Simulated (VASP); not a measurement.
# H6C3O in VASP: further runs, part 2 of 2

VASP 6.6.1.

### 3 Single point, PBE+D3(BJ)

INCAR reads:

```
PREC = Accurate
ENCUT = 1000
EDIFF = 1E-6
ISMEAR = -1
SIGMA = 0.02
LREAL = Auto
LASPH = T
NELM = 120
ALGO = Normal
ISIF = 2
LWAVE = F
LCHARG = F
GGA = PE
IVDW = 12
NBANDS = 57
GGA_COMPAT = F
```

KPOINTS reads:

```
regular mesh
0
Gamma
  1 1 1
```

POSCAR reads:

```
H6C3O
1.0
    7.5419870000      0.0000000000      0.0000000000
    0.0000000000      7.5419870000      0.0000000000
    0.0000000000      0.0000000000      7.5419870000
O C H
3 9 18
Direct
   -0.0497614223      0.9339448609      0.7135917895
    0.2487938523      0.3796081855      0.2452404121
    0.7980920678      0.6715736848      1.2264009471
   -0.0783745716      0.7883996618      0.6511414035
    0.3319284427      0.2472160188      0.1980379971
    0.7308949220      0.6849918993      1.0817043307
    0.6765458493      0.2708437445      0.5084734301
    0.6848460492      0.1502654407      0.3787463436
    0.3769961417      0.7413961334      0.7004785344
    0.4243841842      0.7229261997      0.5367285836
    0.0738664758      0.3370729756      0.8195055229
    0.1591092639      0.3132463633      0.6634723714
   -0.0725273061      0.7763073577      0.5056492407
   -0.1304563373      0.6636712580      0.7124117292
    0.3362774293      0.1170381227      0.2678206685
    0.3660308616      0.2426416275      0.0521480612
    0.7300065619      0.8125444926      0.9976283438
    0.6735492915      0.5786803928      1.0006779381
    0.6772751000      0.4185899551      0.4845937815
    0.6518573951      0.2177410277      0.6388899901
    0.7312661769      0.2011671460      0.2507164226
    0.6783358285      0.0047600188      0.3968185042
    0.4685237458      0.8188558267      0.7944590729
    0.2477994194      0.7085533295      0.7624913700
    0.5438354640      0.7985561365      0.5025200919
    0.3506105221      0.6761215579      0.4289187982
   -0.0268629474      0.2449354527      0.8578243373
    0.1215594776      0.4449623156      0.9043372788
    0.1271680792      0.1846860781      0.5981447595
    0.2681521461      0.3965798403      0.6196112510
```

Potentials or basis: VASP PAW PBE potentials, release 64 (O_h, C_h, H_h).

On the command line:

```
cat potpaw_PBE.64/O_h/POTCAR potpaw_PBE.64/C_h/POTCAR potpaw_PBE.64/H_h/POTCAR > POTCAR
mpirun -np 1 vasp_gam > vasp.out
```

OUTCAR:

```text
PREC = Accurate
   ENCUT = 1000
   EDIFF = 1E-6
   ISMEAR = -1
   LREAL = Auto
   LASPH = T
   NELM = 120
   ISIF = 2
   GGA = PE
   IVDW = 12
 IVDW          = 12

 ion  position               nearest neighbor table
   1  0.950  0.934  0.714-   4 1.21
   2  0.249  0.380  0.245-   5 1.23
   3  0.798  0.672  0.226-   6 1.21
   4  0.922  0.788  0.651-  13 1.10  14 1.12   1 1.21
   5  0.332  0.247  0.198-  15 1.11  16 1.13   2 1.23
   6  0.731  0.685  0.082-  18 1.10  17 1.15   3 1.21
   7  0.677  0.271  0.508-  20 1.08  19 1.13   8 1.34
   8  0.685  0.150  0.379-  21 1.10  22 1.11   7 1.34
   9  0.377  0.741  0.700-  24 1.11  23 1.15  10 1.29
  10  0.424  0.723  0.537-  26 1.05  25 1.10   9 1.29
  11  0.074  0.337  0.820-  27 1.07  28 1.10  12 1.35
  12  0.159  0.313  0.663-  30 1.09  29 1.11  11 1.35
  13  0.927  0.776  0.506-   4 1.10
  14  0.870  0.664  0.712-   4 1.12
  15  0.336  0.117  0.268-   5 1.11
  16  0.366  0.243  0.052-   5 1.13
  17  0.730  0.813  0.998-   6 1.15
  18  0.674  0.579  0.001-   6 1.10
[... 10 lines left out ...]
  29  0.127  0.185  0.598-  12 1.11
  30  0.268  0.397  0.620-  12 1.09

  LATTYP: Found a simple cubic cell.
 ALAT       =     7.5419870000

  Lattice vectors:

 A1 = (   7.5419870000,   0.0000000000,   0.0000000000)
 A2 = (   0.0000000000,   7.5419870000,   0.0000000000)
 A3 = (   0.0000000000,   0.0000000000,   7.5419870000)

Analysis of symmetry for initial positions (statically):
=====================================================================
 Subroutine PRICEL returns:
 Original cell was already a primitive cell.

 Routine SETGRP: Setting up the symmetry group for a
 simple cubic supercell.

 Subroutine GETGRP returns: Found  1 space group operations
 (whereof  1 operations were pure point group operations)
 out of a pool of 48 trial point group operations.

The static configuration has the point symmetry C_1 .

Analysis of symmetry for dynamics (positions and initial velocities):
=====================================================================
 Subroutine PRICEL returns:
 Original cell was already a primitive cell.

 Routine SETGRP: Setting up the symmetry group for a
 simple cubic supercell.

 Subroutine GETGRP returns: Found  1 space group operations
 (whereof  1 operations were pure point group operations)
 out of a pool of 48 trial point group operations.

The dynamic configuration has the point symmetry C_1 .

 Subroutine INISYM returns: Found  1 space group operations
 (whereof  1 operations are pure point group operations),
 and found     1 'primitive' translations

----------------------------------------------------------------------------------------

                                     Primitive cell

  volume of cell :     429.0000

  direct lattice vectors                    reciprocal lattice vectors
     7.541987000  0.000000000  0.000000000     0.132591053  0.000000000  0.000000000
     0.000000000  7.541987000  0.000000000     0.000000000  0.132591053  0.000000000
     0.000000000  0.000000000  7.541987000     0.000000000  0.000000000  0.132591053

  length of vectors
     7.541987000  7.541987000  7.541987000     0.132591053  0.132591053  0.132591053

  position of ions in fractional coordinates (direct lattice)
     0.950238578  0.933944861  0.713591790
     0.248793852  0.379608185  0.245240412
     0.798092068  0.671573685  0.226400947
     0.921625428  0.788399662  0.651141403
     0.331928443  0.247216019  0.198037997
     0.730894922  0.684991899  0.081704331
[... 22 lines left out ...]
     0.127168079  0.184686078  0.598144760
     0.268152146  0.396579840  0.619611251

  ion indices of the primitive-cell ions
   primitive index   ion index
                 1           1
                 2           2
                 3           3
                 4           4
                 5           5
                 6           6
[... 22 lines left out ...]
                29          29
                30          30

----------------------------------------------------------------------------------------

 KPOINTS: regular mesh

Automatic generation of k-mesh.
 Grid dimensions read from file:
 generate k-points for:    1    1    1

 Generating k-lattice:

  Cartesian coordinates                     Fractional coordinates (reciprocal lattice)
     0.132591053  0.000000000  0.000000000     1.000000000  0.000000000  0.000000000
     0.000000000  0.132591053  0.000000000     0.000000000  1.000000000  0.000000000
     0.000000000  0.000000000  0.132591053     0.000000000  0.000000000  1.000000000

  Length of vectors
     0.132591053  0.132591053  0.132591053

  Shift w.r.t. Gamma in fractional coordinates (k-lattice)
     0.000000000  0.000000000  0.000000000

 Subroutine IBZKPT returns following result:
 ===========================================

 Found      1 irreducible k-points:

 Following reciprocal coordinates:
            Coordinates               Weight
  0.000000  0.000000  0.000000      1.000000
   k-points           NKPTS =      1   k-points in BZ     NKDIM =      1   number of bands    NBANDS=     57
   number of dos      NEDOS =    301   number of ions     NIONS =     30
   total plane-waves  NPLWV = 512000
   dimension x,y,z NGX =    80 NGY =   80 NGZ =   80
   dimension x,y,z NGXF=   160 NGYF=  160 NGZF=  160
   ions per type =               3   9  18
   NGX,Y,Z   is equivalent  to a cutoff of  17.63, 17.63, 17.63 a.u.
   NGXF,Y,Z  is equivalent  to a cutoff of  35.27, 35.27, 35.27 a.u.
 SYSTEM =  unknown system
   PREC   = accura    normal or accurate (medium, high low for compatibility)
   ISTART =      0    job   : 0-new  1-cont  2-samecut
   ICHARG =      2    charge: 1-file 2-atom 10-const
   ISPIN  =      1    spin polarized calculation?
   LNONCOLLINEAR =      F non collinear calculations
   LSORBIT =      F    spin-orbit coupling
   LASPH  =      T    aspherical Exc in radial PAW
   ENCUT  = 1000.0 eV  73.50 Ry    8.57 a.u.  19.45 19.45 19.45*2*pi/ulx,y,z
   NELM   =    120;   NELMIN=  2; NELMDL= -5     # of ELM steps
   EDIFF  = 0.1E-05   stopping-criterion for ELM
   LREAL  =      T    real-space projection
   EDIFFG = 0.1E-04   stopping-criterion for IOM
   NSW    =      0    number of steps for IOM
   IBRION =     -1    ionic relax: 0-MD 1-quasi-New 2-CG
   NFREE  =      0    steps in history (QN), initial steepest desc. (CG)
   ISIF   =      2    stress and relaxation
   ISYM   =      2    0-nonsym 1-usesym 2-fastsym
   POTIM  = 0.5000    time-step for ionic-motion
   TEBEG  =    0.0;   TEEND  =   0.0 temperature during run
   PSTRESS=    0.0 pullay stress
   NELECT =      72.0000    total number of electrons
   NUPDOWN=      -1.0000    fix difference up-down
   EMIN   =  10.00;   EMAX   =-10.00  energy-range for DOS
   EFERMI =   0.00;   METHOD = LEGACY
   ISMEAR =    -1;   SIGMA  =   0.02  broadening in eV -4-tet -1-fermi 0-gaus
   EFERMI_NEDOS =   21; number of points for ismear=-14 and -15
   IALGO  =     38    algorithm
   IMIX   =      4    mixing-type and parameters
     AMIX     =   0.40;   BMIX     =  1.00
     AMIX_MAG =   1.60;   BMIX_MAG =  1.00
  volume/ion in A,a.u.               =      14.30        96.50
  Fermi-wavevector in a.u.,A,eV,Ry     =   0.903025  1.706470 11.094933  0.815455
  Thomas-Fermi vector in A             =   2.026300
   LORBIT       =      0    0 simple, 1 ext, 2 COOP (PROOUT), +10 PAW based schemes
   GGA     = PE    functional components
   LHFCALC =     F    Hartree Fock is set to
   AEXX    =    0.0000 exact exchange contribution
   IVDW    =    12    specifies the selected vdW correction
   LEPSILON=     F    determine dielectric tensor
   LRPA    =     F    only Hartree local field effects (RPA)
 non-spin polarized calculation
  energy-cutoff  :     1000.00
  volume of cell :      429.00
 maximum number of plane-waves:     15516
 NGX is ok and might be reduce to    80
   NGX = 39   NGY = 39   NGZ = 39

 number of electron      72.0000002 magnetization

 Free energy of the ion-electron system (eV)
  ---------------------------------------------------
  ext. energy  EPLUGINS =         0.00000000
  ---------------------------------------------------
  free energy    TOTEN  =      -162.06932262 eV

  energy without entropy =     -162.06932262  energy(sigma->0) =     -162.06932262

 E-fermi :  -2.5758     XC(G=0):  -5.9367

 val. band max:       -3.0697010205   @ k =   0.0000   0.0000   0.0000
 cond. band min:      -0.1053247305   @ k =   0.0000   0.0000   0.0000
 fundamental gap:      2.9643762900
 Fermi energy:        -2.5757737859

 k-point     1 :       0.0000    0.0000    0.0000
  band No.  band energies     occupation
      1     -24.0972      2.00000
      2     -23.7808      2.00000
      3     -23.2243      2.00000
      4     -16.4071      2.00000
      5     -15.9335      2.00000
      6     -15.5574      2.00000
[... 40 lines left out ...]
     47       3.9027      0.00000
     48       4.1010      0.00000
 [bands above 48 left out]

------------------------ aborting loop because EDIFF is reached ----------------------------------------

 Edisp (eV)   -1.09918

 E8    (eV) :    -0.2526

  FORCE on cell =-STRESS in cart. coord.  units (eV):
  Direction    XX          YY          ZZ          XY          YZ          ZX
  --------------------------------------------------------------------------------------
  -------------------------------------------------------------------------------------
  Total      -1.42074    -6.53466     4.41836     0.18235     1.28885    -1.43238
  in kB      -5.30602   -24.40486    16.50116     0.68101     4.81344    -5.34946
  external pressure =       -4.40 kB  Pullay stress =        0.00 kB

 VOLUME and BASIS-vectors are now :
 -----------------------------------------------------------------------------
  energy-cutoff  :     1000.00
  volume of cell :      429.00
      direct lattice vectors                 reciprocal lattice vectors
     7.541987000  0.000000000  0.000000000     0.132591053  0.000000000  0.000000000
     0.000000000  7.541987000  0.000000000     0.000000000  0.132591053  0.000000000
     0.000000000  0.000000000  7.541987000     0.000000000  0.000000000  0.132591053

 POSITION                                       TOTAL-FORCE (eV/Angst)
 -----------------------------------------------------------------------------------
      7.16669      7.04380      5.38190        -0.092196     -0.589675      1.018208
      1.87640      2.86300      1.84960         1.098562     -1.073453      0.437945
      6.01920      5.06500      1.70751        -0.360299     -0.095766     -0.049478
      6.95089      5.94610      4.91090        -0.578119      0.521953     -1.377478
      2.50340      1.86450      1.49360        -2.028331      0.895515     -1.424197
      5.51240      5.16620      0.61621         0.493450      1.314701     -1.125455
[... 22 lines left out ...]
      0.95910      1.39290      4.51120         0.203559      0.946120     -0.345616
      2.02240      2.99100      4.67310        -0.072527     -0.052953     -0.132850
 -----------------------------------------------------------------------------------
    total drift:                               -0.003712      0.001366      0.001555

  FREE ENERGIE OF THE ION-ELECTRON SYSTEM (eV)
  ---------------------------------------------------
  free  energy   TOTEN  =      -163.1685063618 eV

  energy  without entropy=     -163.1685063618  energy(sigma->0) =     -163.16850636
```

Wall time 1.7 min (1 thread of Intel Xeon Platinum 8488C (Sapphire Rapids), shared host); peak memory 0.91 GiB.

What came out:

```
Free energy                : -163.1685 eV
Pressure                   : -0.4 GPa
Largest force              : 3.904 eV/Å
Dispersion energy per atom : -0.037 eV
```

Forces in eV/Å, atoms in the order of the input:
```
O   -0.092 -0.590  1.018
O    1.099 -1.073  0.438
O   -0.360 -0.096 -0.049
C   -0.578  0.522 -1.377
C   -2.028  0.896 -1.424
C    0.493  1.315 -1.125
C   -0.558  0.156 -0.346
C    0.923  0.512 -0.405
C   -0.461  1.170  3.696
C    1.726  1.471 -1.073
C    1.568  0.824 -1.120
C   -0.662 -1.341  0.924
H    0.306 -0.345 -0.420
H    0.272  0.303  0.787
H    0.231  0.395  0.481
H    0.633 -0.170  0.474
H    0.105 -0.288  0.924
H   -0.279 -0.932  0.261
H    0.284 -1.244  0.216
H   -0.160  0.350  0.717
H   -0.389 -0.377 -0.298
H    0.031  0.680  0.022
H   -0.903 -0.831 -0.847
H    0.577 -0.304 -0.392
H    0.148 -0.594 -0.285
H   -1.010 -0.944 -1.036
H   -0.462 -0.293  0.488
H   -0.584 -0.064  0.230
H    0.204  0.946 -0.346
H   -0.073 -0.053 -0.133
```

Levels at points of the mesh, in eV from the Fermi level:
```csv
k point,band 34,band 35,band 36,band 37,band 38,band 39
"(0.00, 0.00, 0.00)",-0.94,-0.67,-0.49,2.47,2.79,2.82
```

Caveat: the k points lie up to 0.83 Å⁻¹ apart, too coarse for converged energies, forces and pressures; the atoms stand as in a frame of molecular dynamics.

### 4 Single point, PBE+D3(BJ)

INCAR reads:

```
SYSTEM = H6C3O
ALGO = Normal
EDIFF = 1E-6
ENCUT = 1000
GGA = PE
GGA_COMPAT = .False.
ISIF = 2
ISMEAR = -1
IVDW = 12
LASPH = .True.
LCHARG = .False.
LREAL = Auto
LWAVE = .False.
NBANDS = 57
NELM = 120
PREC = Accurate
SIGMA = 0.02
```

KPOINTS reads:

```
k-points
0
Gamma
  1 1 1
  0 0 0
```

POSCAR reads:

```
H6C3O
1.0
    7.5419870000      0.0000000000      0.0000000000
    0.0000000000      7.5419870000      0.0000000000
    0.0000000000      0.0000000000      7.5419870000
O C H
3 9 18
Direct
   -0.1660570351      0.8663632011      0.7202213422
    0.3405601203      0.3213476767      0.2441796837
    0.7858671727      0.6775137639      1.2244120813
   -0.1212014818      0.8212557248      0.5727270546
    0.2758556863      0.2044819223      0.1516311285
    0.8127831565      0.7270232632      1.0724229570
    0.6931992855      0.2568951657      0.4856677690
    0.7725815491      0.2064442699      0.3351636644
    0.4201677887      0.7976279991      0.7413961334
    0.3818622334      0.8104362948      0.5624114706
    0.0397242796      0.3067891790      0.8729927538
    0.1460225270      0.2555162187      0.7433319628
    0.0025192300      0.8763075301      0.5145726186
   -0.1836386088      0.7078108196      0.4941933737
    0.1643731287      0.1146647429      0.1760013641
    0.3599581914      0.1531426665      0.0402811620
    0.8462623974      0.8633666433      1.0463422968
    0.7895266857      0.6435704543      0.9467398976
    0.5703006383      0.3202339118      0.4877494485
    0.7510752803      0.2562189513      0.6180731948
    0.7059147676      0.2329889988      0.2110584386
    0.8914494284      0.1268100833      0.3297406904
    0.3751663852      0.9033030685      0.8246235375
    0.4841694901      0.6894204405      0.8167874063
    0.3056488960      0.9206459783      0.5143206956
    0.4208572622      0.6996432107      0.4709766803
   -0.0401485709      0.2359060020      0.9771430261
    0.0015115380      0.4458639348      0.8869678508
    0.1878815225      0.1193186888      0.7235361185
    0.2068022658      0.3503055627      0.6457316885
```

On the command line:

```
cat potpaw_PBE.64/O_h/POTCAR potpaw_PBE.64/C_h/POTCAR potpaw_PBE.64/H_h/POTCAR > POTCAR
mpirun -np 1 vasp_gam > vasp.out
```

Run time: 2.1 min. Hardware: 1 thread of Intel Xeon Platinum 8259CL at 2.50GHz (Skylake/Cascade Lake), shared host; peak memory 0.94 GiB.

The run converged. Its results:

- Free energy: -163.1762 eV
- Pressure: -0.6 GPa
- Largest force: 3.294 eV/Å
- Dispersion energy per atom: -0.036 eV

Forces on the atoms (eV/Å):
```
O   -0.200  0.144 -0.142
O   -1.429 -0.537 -0.270
O    0.209 -0.209 -1.272
C    0.195 -1.240  0.141
C    2.790 -0.051 -0.021
C   -1.021 -1.117  0.411
C    1.640 -0.224  0.130
C   -0.757 -0.054  0.667
C   -0.597 -0.175 -2.148
C    1.162 -2.034  2.316
C   -1.550  0.838  1.120
C    0.800  0.135 -0.798
H   -0.001  0.212 -0.302
H    0.131  0.946  0.609
H   -0.887  0.350  0.601
H   -0.342  0.208 -0.210
H    0.477  1.001 -0.340
H    0.249  0.290  0.979
H   -1.637  0.907 -0.459
H    0.375 -0.666 -0.054
H   -0.165 -0.071 -0.370
H    0.519  0.115  0.116
H   -0.187  0.651  0.534
H   -0.067  0.163 -0.817
H   -0.053  0.450 -0.327
H   -0.299  0.872  0.391
H    0.952 -0.422 -0.985
H    0.346  0.237 -0.286
H   -0.134 -0.295  0.060
H   -0.519 -0.426  0.726
```

Stress tensor (GPa, compression positive):
```
 0.53 -0.75  0.10
-0.75 -0.04 -0.39
 0.10 -0.39 -2.38
```

Levels at points of the mesh, in eV from the Fermi level:
| k point | band 32 | band 33 | band 34 | band 35 | band 36 | band 37 | band 38 | band 39 | band 40 | band 41 |
| --- | --- | --- | --- | --- | --- | --- | --- | --- | --- | --- |
| (0.00, 0.00, 0.00) | -1.19 | -1.01 | -0.78 | -0.73 | -0.53 | 2.62 | 2.69 | 3.11 | 4.02 | 4.25 |

Caveat: the k points lie up to 0.83 Å⁻¹ apart, too coarse for converged energies, forces and pressures; the atoms stand as in a frame of molecular dynamics.

### 5 Summary

```tsv
cell	pressure (GPa)	largest force (eV/Å)
as given, atomic positions A	-0.3	3.64
as given, atomic positions B	-0.4	3.90
as given, atomic positions C	-0.6	3.29
```

Alike in all rows: task single point; level PBE+D3(BJ); potentials or basis VASP PAW PBE potentials, release 64 (O_h, C_h, H_h); no spin polarisation; k mesh 1 × 1 × 1; cutoff (eV) 1000; smearing fermi-dirac 0.02 eV.

Caveats: all runs use coarse meshes; the atoms stand as in a frame of molecular dynamics (at least some runs).

Total energies depend on the potentials used, so only differences within one code and one set of settings carry meaning.
